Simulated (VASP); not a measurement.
# Li3ScPb2 (P6/mmm) in VASP: further runs

Li3ScPb2 is run at these levels: PBE; tasks: single point.

Program: VASP 6.6.1. These are calculated values, not measurements. Logs are shortened: lines on timing, memory, paths and dates and some standing lists are left out, and cuts for length are marked.

### 1 The cell of the first run

Symmetry: P6/mmm, No. 191, hexagonal system. The conventional cell has a = 6.058 Å, b = 6.058 Å, c = 3.317 Å, α = 90.00°, β = 90.00°, γ = 120.00°. Within 3.5 Å of Li (site symmetry mmm) lie 4 Pb at 2.41 Å and 6 Li at 3.03 to 3.32 Å and 4 Sc at 3.45 Å. Sc (site symmetry 6/mmm) has 2 Sc at 3.32 Å and 12 Li at 3.45 Å and 6 Pb at 3.50 Å within 4.4 Å. Pb (site symmetry -6m2) has 6 Li at 2.41 Å and 5 Pb at 3.32 to 3.50 Å and 3 Sc at 3.50 Å within 3.5 Å.

The cell was generated, and may not be a known phase.

### 2 Single point, PBE

INCAR

```
PREC = Accurate
ENCUT = 520
EDIFF = 1E-7
ISMEAR = 0
SIGMA = 0.1
LREAL = F
LASPH = T
NELM = 60
ALGO = Normal
ISIF = 2
LWAVE = F
LCHARG = F
GGA = PE
NBANDS = 33
```

KPOINTS

```
Automatic mesh
0
Gamma
  3 3 6
```

POSCAR

```
Li3ScPb2
1.0
    6.0576151100      0.0000000000      0.0000000000
   -3.0288075600      5.2460485700      0.0000000000
    0.0000000000      0.0000000000      3.3167943500
Li Sc Pb
3 1 2
Direct
    0.5000000000      0.5000000000      0.5000000000
    0.5000000000      0.0000000000      0.5000000000
    0.0000000000      0.5000000000      0.5000000000
    0.0000000000      0.0000000000      0.0000000000
    0.6666666700      0.3333333300      0.0000000000
    0.3333333300      0.6666666700      0.0000000000
```

Potentials or basis: VASP PAW PBE potentials, release 64 (Li_sv, Sc_sv, Pb_d).

Launch:

```bash
$ cat potpaw_PBE.64/Li_sv/POTCAR potpaw_PBE.64/Sc_sv/POTCAR potpaw_PBE.64/Pb_d/POTCAR > POTCAR
$ mpirun -np 1 vasp_std > vasp.out
```

OUTCAR:

```text
PREC = Accurate
   ENCUT = 520
   EDIFF = 1E-7
   ISMEAR = 0
   LREAL = F
   LASPH = T
   NELM = 60
   ISIF = 2
   GGA = PE

 ion  position               nearest neighbor table
   1  0.500  0.500  0.500-   5 2.41   6 2.41   5 2.41   6 2.41
   2  0.500  0.000  0.500-   5 2.41   6 2.41   5 2.41   6 2.41
   3  0.000  0.500  0.500-   5 2.41   6 2.41   5 2.41   6 2.41
   4  0.000  0.000  0.000-   5 3.50   6 3.50   5 3.50   6 3.50   5 3.50   6 3.50
   5  0.667  0.333  0.000-   3 2.41   3 2.41   2 2.41   2 2.41   1 2.41   1 2.41   6 3.50   6 3.50
                             4 3.50   4 3.50   4 3.50   6 3.50
   6  0.333  0.667  0.000-   3 2.41   3 2.41   2 2.41   2 2.41   1 2.41   1 2.41   5 3.50   5 3.50
                             4 3.50   4 3.50   4 3.50   5 3.50

  LATTYP: Found a hexagonal cell.
 ALAT       =     6.0576151100
 C/A-ratio  =     0.5475412831

  Lattice vectors:

 A1 = (   6.0576151100,   0.0000000000,   0.0000000000)
 A2 = (  -3.0288075600,   5.2460485700,   0.0000000000)
 A3 = (   0.0000000000,   0.0000000000,   3.3167943500)

Analysis of symmetry for initial positions (statically):
=====================================================================
 Subroutine PRICEL returns:
 Original cell was already a primitive cell.

 Routine SETGRP: Setting up the symmetry group for a
 hexagonal supercell.

 Subroutine GETGRP returns: Found 24 space group operations
 (whereof 24 operations were pure point group operations)
 out of a pool of 24 trial point group operations.

The static configuration has the point symmetry D_6h.

Analysis of symmetry for dynamics (positions and initial velocities):
=====================================================================
 Subroutine PRICEL returns:
 Original cell was already a primitive cell.

 Routine SETGRP: Setting up the symmetry group for a
 hexagonal supercell.

 Subroutine GETGRP returns: Found 24 space group operations
 (whereof 24 operations were pure point group operations)
 out of a pool of 24 trial point group operations.

The dynamic configuration has the point symmetry D_6h.

 Subroutine INISYM returns: Found 24 space group operations
 (whereof 24 operations are pure point group operations),
 and found     1 'primitive' translations

----------------------------------------------------------------------------------------

                                     Primitive cell

  volume of cell :     105.4029

  direct lattice vectors                    reciprocal lattice vectors
     6.057615110  0.000000000  0.000000000     0.165081469  0.095309831  0.000000000
    -3.028807560  5.246048570  0.000000000     0.000000000  0.190619661  0.000000000
     0.000000000  0.000000000  3.316794350     0.000000000  0.000000000  0.301495931

  length of vectors
     6.057615110  6.057615111  3.316794350     0.190619661  0.190619661  0.301495931

  position of ions in fractional coordinates (direct lattice)
     0.500000000  0.500000000  0.500000000
     0.500000000  0.000000000  0.500000000
     0.000000000  0.500000000  0.500000000
     0.000000000  0.000000000  0.000000000
     0.666666670  0.333333330  0.000000000
     0.333333330  0.666666670  0.000000000

  ion indices of the primitive-cell ions
   primitive index   ion index
                 1           1
                 2           2
                 3           3
                 4           4
                 5           5
                 6           6

----------------------------------------------------------------------------------------

 KPOINTS: Automatic mesh

Automatic generation of k-mesh.
 Grid dimensions read from file:
 generate k-points for:    3    3    6

 Generating k-lattice:

  Cartesian coordinates                     Fractional coordinates (reciprocal lattice)
     0.055027156  0.031769944  0.000000000     0.333333333  0.000000000  0.000000000
     0.000000000  0.063539887  0.000000000     0.000000000  0.333333333  0.000000000
     0.000000000  0.000000000  0.050249322     0.000000000  0.000000000  0.166666667

  Length of vectors
     0.063539887  0.063539887  0.050249322

  Shift w.r.t. Gamma in fractional coordinates (k-lattice)
     0.000000000  0.000000000  0.000000000

 Subroutine IBZKPT returns following result:
 ===========================================

 Found     12 irreducible k-points:

 Following reciprocal coordinates:
            Coordinates               Weight
  0.000000  0.000000  0.000000      1.000000
  0.333333  0.000000  0.000000      6.000000
  0.333333  0.333333  0.000000      2.000000
  0.000000  0.000000  0.166667      2.000000
  0.333333  0.000000  0.166667     12.000000
  0.333333  0.333333  0.166667      4.000000
  0.000000  0.000000  0.333333      2.000000
  0.333333  0.000000  0.333333     12.000000
  0.333333  0.333333  0.333333      4.000000
  0.000000  0.000000  0.500000      1.000000
  0.333333  0.000000  0.500000      6.000000
  0.333333  0.333333  0.500000      2.000000
   k-points           NKPTS =     12   k-points in BZ     NKDIM =     12   number of bands    NBANDS=     33
   number of dos      NEDOS =    301   number of ions     NIONS =      6
   total plane-waves  NPLWV =  64512
   dimension x,y,z NGX =    48 NGY =   48 NGZ =   28
   dimension x,y,z NGXF=    96 NGYF=   96 NGZF=   56
   ions per type =               3   1   2
   NGX,Y,Z   is equivalent  to a cutoff of  13.17, 13.17, 14.03 a.u.
   NGXF,Y,Z  is equivalent  to a cutoff of  26.35, 26.35, 28.07 a.u.
 SYSTEM =  unknown system
   PREC   = accura    normal or accurate (medium, high low for compatibility)
   ISTART =      0    job   : 0-new  1-cont  2-samecut
   ICHARG =      2    charge: 1-file 2-atom 10-const
   ISPIN  =      1    spin polarized calculation?
   LNONCOLLINEAR =      F non collinear calculations
   LSORBIT =      F    spin-orbit coupling
   LASPH  =      T    aspherical Exc in radial PAW
   ENCUT  =  520.0 eV  38.22 Ry    6.18 a.u.  11.26 11.26  6.17*2*pi/ulx,y,z
   NELM   =     60;   NELMIN=  2; NELMDL= -5     # of ELM steps
   EDIFF  = 0.1E-06   stopping-criterion for ELM
   LREAL  =      F    real-space projection
   EDIFFG = 0.1E-05   stopping-criterion for IOM
   NSW    =      0    number of steps for IOM
   IBRION =     -1    ionic relax: 0-MD 1-quasi-New 2-CG
[... 31 lines left out ...]
 NGX is ok and might be reduce to    48
   NGX = 23   NGY = 23   NGZ = 13

 number of electron      47.9999991 magnetization

 Free energy of the ion-electron system (eV)
  ---------------------------------------------------
  ext. energy  EPLUGINS =         0.00000000
  ---------------------------------------------------
  free energy    TOTEN  =       -17.06522927 eV

  energy without entropy =      -17.03598901  energy(sigma->0) =      -17.05060914

 E-fermi :   6.3184     XC(G=0): -10.1225

 val. band max:        6.2851307526   @ k =   0.3333   0.0000   0.0000
 cond. band min:       6.3611143062   @ k =   0.3333   0.0000   0.3333
 fundamental gap:      0.0759835537
 Fermi energy:         6.3183607637

 k-point     1 :       0.0000    0.0000    0.0000
  band No.  band energies     occupation
      1     -43.6827      2.00000
      2     -39.9895      2.00000
      3     -39.9736      2.00000
      4     -39.9736      2.00000
      5     -22.3338      2.00000
      6     -22.3338      2.00000
[... 25 lines left out ...]
     32      12.1204      0.00000
     33      12.4847      0.00000

 k-point     2 :       0.3333    0.0000    0.0000
  band No.  band energies     occupation
      1     -43.6827      2.00000
      2     -39.9862      2.00000
      3     -39.9769      2.00000
      4     -39.9736      2.00000
      5     -22.3339      2.00000
      6     -22.3338      2.00000
[... 25 lines left out ...]
     32      10.5261      0.00000
     33      10.9921      0.00000

 k-point     3 :       0.3333    0.3333    0.0000
  band No.  band energies     occupation
      1     -43.6826      2.00000
      2     -39.9816      2.00000
      3     -39.9816      2.00000
      4     -39.9736      2.00000
      5     -22.3339      2.00000
      6     -22.3339      2.00000
[... 25 lines left out ...]
     32      11.2728      0.00000
     33      11.2728      0.00000

 k-point     4 :       0.0000    0.0000    0.1667
  band No.  band energies     occupation
      1     -43.6788      2.00000
      2     -39.9878      2.00000
      3     -39.9732      2.00000
      4     -39.9732      2.00000
      5     -22.3294      2.00000
      6     -22.3294      2.00000
[... 25 lines left out ...]
     32      12.7458      0.00000
     33      12.7458      0.00000

 k-point     5 :       0.3333    0.0000    0.1667
  band No.  band energies     occupation
      1     -43.6788      2.00000
      2     -39.9847      2.00000
      3     -39.9762      2.00000
      4     -39.9731      2.00000
      5     -22.3295      2.00000
      6     -22.3294      2.00000
[... 25 lines left out ...]
     32      10.7919      0.00000
     33      10.8980      0.00000

 k-point     6 :       0.3333    0.3333    0.1667
  band No.  band energies     occupation
      1     -43.6788      2.00000
      2     -39.9805      2.00000
      3     -39.9805      2.00000
      4     -39.9732      2.00000
      5     -22.3295      2.00000
      6     -22.3295      2.00000
[... 25 lines left out ...]
     32      12.1280      0.00000
     33      12.1290      0.00000

 k-point     7 :       0.0000    0.0000    0.3333
  band No.  band energies     occupation
      1     -43.6711      2.00000
      2     -39.9847      2.00000
      3     -39.9722      2.00000
      4     -39.9722      2.00000
      5     -22.3206      2.00000
      6     -22.3206      2.00000
[... 25 lines left out ...]
     32      12.0907      0.00000
     33      12.0983      0.00000

 k-point     8 :       0.3333    0.0000    0.3333
  band No.  band energies     occupation
      1     -43.6711      2.00000
      2     -39.9821      2.00000
      3     -39.9749      2.00000
      4     -39.9722      2.00000
      5     -22.3208      2.00000
      6     -22.3206      2.00000
[... 25 lines left out ...]
     32      11.2648      0.00000
     33      11.2829      0.00000

 k-point     9 :       0.3333    0.3333    0.3333
  band No.  band energies     occupation
      1     -43.6711      2.00000
      2     -39.9785      2.00000
      3     -39.9785      2.00000
      4     -39.9722      2.00000
      5     -22.3207      2.00000
      6     -22.3207      2.00000
[... 25 lines left out ...]
     32      11.2965      0.00000
     33      11.8018      0.00000

 k-point    10 :       0.0000    0.0000    0.5000
  band No.  band energies     occupation
      1     -43.6672      2.00000
      2     -39.9831      2.00000
      3     -39.9718      2.00000
      4     -39.9718      2.00000
      5     -22.3162      2.00000
      6     -22.3162      2.00000
[... 25 lines left out ...]
     32      10.9247      0.00000
     33      10.9248      0.00000

 k-point    11 :       0.3333    0.0000    0.5000
  band No.  band energies     occupation
      1     -43.6672      2.00000
      2     -39.9807      2.00000
      3     -39.9742      2.00000
      4     -39.9718      2.00000
      5     -22.3164      2.00000
      6     -22.3162      2.00000
[... 25 lines left out ...]
     32      11.0316      0.00000
     33      11.4726      0.00000

 k-point    12 :       0.3333    0.3333    0.5000
  band No.  band energies     occupation
      1     -43.6672      2.00000
      2     -39.9774      2.00000
      3     -39.9774      2.00000
      4     -39.9717      2.00000
      5     -22.3163      2.00000
      6     -22.3163      2.00000
[... 25 lines left out ...]
     32      11.2006      0.00000
     33      11.2236      0.00000

------------------------ aborting loop because EDIFF is reached ----------------------------------------

  FORCE on cell =-STRESS in cart. coord.  units (eV):
  Direction    XX          YY          ZZ          XY          YZ          ZX
  --------------------------------------------------------------------------------------
  -------------------------------------------------------------------------------------
  Total        7.5239587      7.5239587     16.4701749     -0.0000000     -0.0000000      0.0000000
  in kB      114.3679814    114.3679813    250.3549972     -0.0000001     -0.0000000      0.0000000
  external PRESSURE =     159.6969866 kB  Pullay stress =       0.0000000 kB

 VOLUME and BASIS-vectors are now :
 -----------------------------------------------------------------------------
  energy-cutoff  :      520.00
  volume of cell :      105.40
      direct lattice vectors                 reciprocal lattice vectors
     6.057615110  0.000000000  0.000000000     0.165081469  0.095309831  0.000000000
    -3.028807560  5.246048570  0.000000000     0.000000000  0.190619661  0.000000000
     0.000000000  0.000000000  3.316794350     0.000000000  0.000000000  0.301495931

 POSITION                                       TOTAL-FORCE (eV/Angst)
 -----------------------------------------------------------------------------------
      1.51440      2.62302      1.65840        -0.000000      0.000000      0.000000
      3.02881      0.00000      1.65840        -0.000000      0.000000      0.000000
     -1.51440      2.62302      1.65840        -0.000000      0.000000      0.000000
      0.00000      0.00000      0.00000        -0.000000      0.000000      0.000000
      3.02881      1.74868      0.00000        -0.000000      0.000000      0.000000
     -0.00000      3.49737      0.00000         0.000000      0.000000     -0.000000
 -----------------------------------------------------------------------------------
    total drift:                               -0.000000      0.000000     -0.000000

  FREE ENERGIE OF THE ION-ELECTRON SYSTEM (eV)
  ---------------------------------------------------
  free  energy   TOTEN  =       -17.0652292679 eV

  energy  without entropy=      -17.0359890091  energy(sigma->0) =      -17.05060914
```

Wall time 38 s (1 thread of AMD EPYC 9R45 (Zen 5), shared host); peak memory 0.22 GiB.

Results:

```yaml
Free_energy: -17.0652 eV
Band_gap_on_the_k_mesh: zero (bands 24 and 25 overlap by 2.22 eV)
```

Levels at points of the mesh, in eV from the Fermi level:
| k point | band 22 | band 23 | band 24 | band 25 | band 26 | band 27 |
| --- | --- | --- | --- | --- | --- | --- |
| (0.00, 0.00, 0.00) | -2.03 | -2.03 | -1.18 | 1.44 | 2.17 | 2.34 |
| (0.00, 0.00, 0.50) | -2.36 | -2.36 | -0.26 | -0.26 | 1.29 | 1.29 |

Caveat: the k points lie up to 0.40 Å⁻¹ apart, too coarse for converged energies and pressures of a metal; the cutoff is under 1.25 times the usual one of these potentials, so pressure, stress and relaxed cells hold a basis-set (Pulay) error; spin-orbit coupling is left out, which moves the levels of the heavy elements.

### 3 Single point, PBE

This run uses another cell than the first one, of 22.27 Å³/atom.

INCAR

```
SYSTEM = Li3ScPb2
  PREC = Accurate
  ENCUT = 520
  EDIFF = 1E-6
  ISMEAR = 0
  SIGMA = 0.1
  LREAL = .False.
  LASPH = .True.
  NELM = 80
  ALGO = Normal
  ISIF = 2
  LWAVE = .False.
  LCHARG = .False.
  GGA = PE
  NBANDS = 33
```

KPOINTS

```
Automatic mesh
0
Gamma
  3 3 6
  0 0 0
```

POSCAR

```
Li3ScPb2
1.0
    5.7415186298      0.0000000027      0.0000000000
   -2.8707593173      4.9723009884      0.0000000000
    0.0000000000      0.0000000000      4.6802967253
Li Sc Pb
3 1 2
Direct
    0.5000000000      0.5000000000      0.5000000000
    0.5000000000      0.0000000000      0.5000000000
    0.0000000000      0.5000000000      0.5000000000
    0.0000000000      0.0000000000      0.0000000000
    0.6666666667      0.3333333333      0.0000000000
    0.3333333333      0.6666666667      0.0000000000
```

Potentials or basis: VASP PAW PBE potentials, release 64 (Li_sv, Sc_sv, Pb_d).

Launch:

```bash
$ cat potpaw_PBE.64/Li_sv/POTCAR potpaw_PBE.64/Sc_sv/POTCAR potpaw_PBE.64/Pb_d/POTCAR > POTCAR
$ mpirun -np 1 vasp_std > vasp.out
```

Run time: 50 s. Hardware: 1 thread of AMD EPYC 9R45 (Zen 5), shared host; peak memory 0.25 GiB.

The run converged. Its results:

```yaml
Free_energy: -19.7274 eV
Band_gap_on_the_k_mesh: zero (bands 24 and 25 overlap by 0.58 eV)
```

Levels at points of the mesh, in eV from the Fermi level:
```
           k point  band 23  band 24  band 25  band 26  band 27  band 28
(0.00, 0.00, 0.00)    -0.75    -0.50    -0.50     1.00     1.00     1.85
(0.00, 0.00, 0.50)    -1.47     0.08     0.08     0.73     0.73     1.42
```

Caveat: the k points lie up to 0.42 Å⁻¹ apart, too coarse for converged energies and pressures of a metal; the cutoff is under 1.25 times the usual one of these potentials, so pressure, stress and relaxed cells hold a basis-set (Pulay) error; spin-orbit coupling is left out, which moves the levels of the heavy elements.

### 4 Single point, PBE

This run uses another cell than the first one, of 22.61 Å³/atom.

INCAR

```
ALGO = Fast
EDIFF = 1E-7
ENCUT = 520
GGA = PE
ISIF = 2
ISMEAR = 0
LASPH = T
LCHARG = T
LELF = T
LREAL = F
LVHAR = T
LWAVE = F
NBANDS = 33
NELM = 100
PREC = Accurate
SIGMA = 0.1
```

KPOINTS

```
k-points
0
Gamma
  6 6 4
```

Edit POSCAR of step 3 so:

```diff
@@ -2,5 +2,5 @@
 1.0
-    5.7415186298      0.0000000027      0.0000000000
-   -2.8707593173      4.9723009884      0.0000000000
-    0.0000000000      0.0000000000      4.6802967253
+    5.7920003689      0.0000000000      0.0000000000
+   -2.8960001845      5.0160194582      0.0000000000
+    0.0000000000      0.0000000000      4.6695100032
 Li Sc Pb
```

Launch:

```bash
$ cat potpaw_PBE.64/Li_sv/POTCAR potpaw_PBE.64/Sc_sv/POTCAR potpaw_PBE.64/Pb_d/POTCAR > POTCAR
$ mpirun -np 1 vasp_std > vasp.out
```

Run time: 9.4 min. Hardware: 1 thread of AMD EPYC 9R45 (Zen 5), shared host; peak memory 0.3 GiB.

Results (log left out):

```yaml
Free_energy: -19.9326 eV
Band_gap_on_the_k_mesh: zero (bands 24 and 25 overlap by 0.62 eV)
```

Levels at points of the mesh, in eV from the Fermi level:
```
           k point  band 21  band 22  band 23  band 24  band 25  band 26  band 27  band 28
(0.00, 0.00, 0.00)    -2.38    -1.65    -0.72    -0.43    -0.43     0.95     0.95     1.76
(0.50, 0.00, 0.00)    -2.79    -1.07     0.02     0.09     0.35     0.88     1.26     1.77
(0.00, 0.00, 0.50)    -2.33    -2.33    -1.35     0.08     0.08     0.82     0.82     1.35
(0.50, 0.00, 0.50)    -2.50    -2.27    -2.00    -0.06     0.04     0.30     1.28     1.35
```

Caveat: the cutoff is under 1.25 times the usual one of these potentials, so pressure, stress and relaxed cells hold a basis-set (Pulay) error; spin-orbit coupling is left out, which moves the levels of the heavy elements.

### 5 Summary

| cell | k mesh | gap on the mesh (eV) |
| --- | --- | --- |
| a = 6.058, b = 6.058, c = 3.317 Å, angles 90.0, 90.0, 120.0°, 6 atoms | 3 × 3 × 6 | none |
| a = 5.742, b = 5.742, c = 4.680 Å, angles 90.0, 90.0, 120.0°, 6 atoms | 3 × 3 × 6 | none |
| a = 5.792, b = 5.792, c = 4.670 Å, angles 90.0, 90.0, 120.0°, 6 atoms | 6 × 6 × 4 | none |

Alike in all rows: task single point; level PBE; potentials or basis VASP PAW PBE potentials, release 64 (Li_sv, Sc_sv, Pb_d); no spin polarisation; cutoff (eV) 520; smearing gaussian 0.1 eV.

Caveats: some runs use coarse meshes; the cutoff is under 1.25 times the usual one of these potentials, so pressure, stress and relaxed cells hold a basis-set (Pulay) error; spin-orbit coupling is left out, which moves the levels of the heavy elements.

Total energies depend on the potentials used, so only differences within one code and one set of settings carry meaning.

The gap in the log of VASP goes by the Fermi energy; the results here count the filled bands.